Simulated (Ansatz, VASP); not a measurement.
**One calculation of Al, two programs**

```
Al
1.0
    -2.81442    0.00000    0.00000
    -1.40721   -2.43736    0.00000
    -2.11082   -1.62491   18.48209
Al
8
Direct
  0.97396 0.95833 0.06250
  0.76562 0.62500 0.56250
  0.04688 0.87500 0.68750
  0.25521 0.20833 0.18750
  0.66146 0.45833 0.81250
  0.86979 0.79167 0.31250
  0.27604 0.04167 0.93750
  0.48438 0.37500 0.43750
```

Alike in both runs: task single point; functional PBE; dispersion D3(BJ); k mesh 16 × 16 × 2; occupations gaussian, width 0.15 eV; no spin polarisation.

|  | VASP | Ansatz |
| --- | --- | --- |
| version | VASP 6.6.1 | Ansatz 0.2.0 |
| potentials or method | VASP PAW PBE potentials, release 64 (Al), cutoff 520 eV | scalar-relativistic, plane waves, PAW |
| valence electrons in the cell | 24 | 24 |

Ansatz gave:

| Item | Value |
| --- | --- |
| gap on the k mesh at the Fermi level (eV) | none |
| pressure (GPa) | 1.4 |
| traceless stress, the component that is largest in VASP (GPa) | 2.87 |
| rms of the force components (eV/Å) | 0.392 |

Problem. Which values does VASP return?

Solution. gap on the k mesh at the Fermi level (eV): none; pressure (GPa): 1.4; traceless stress, the component that is largest in VASP (GPa): 2.88; rms of the force components (eV/Å): 0.392.

Atom by atom the forces differ by 0.000 eV/Å (rms over components). A gap of «none» marks a metal or a gap that the smearing closes.
